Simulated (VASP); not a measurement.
The system is Ni.

```
CELL_PARAMETERS angstrom
0.00000 1.75931 1.75931
1.75931 0.00000 1.75931
1.75931 1.75931 0.00000
ATOMIC_POSITIONS crystal
Ni 0.00000 0.00000 0.00000
```

Base run:

| Item | Value |
| --- | --- |
| Program | VASP 6.6.1 |
| Functional | PBE |
| Potentials or basis | VASP PAW PBE potentials, release 64 (Ni) |
| Cutoff | 520 eV |
| k mesh | 22 × 22 × 22 |
| Occupations | gaussian, width 0.05 eV |
| Spin | no spin polarisation |

Its results: pressure -1.3 GPa.

Question: The run is repeated on the same cell with these changes: spin from no spin polarisation to collinear spin, ferromagnetic start; further incar settings from ALGO = Normal; EDIFF = 1e-06; NBANDS = 11 to ALGO = Fast; EDIFF = 1e-06; NBANDS = 15. What comes out?

Answer: Pressure -0.5 GPa; net moment 0.65 μB per cell; site moments Ni +0.66 μB.
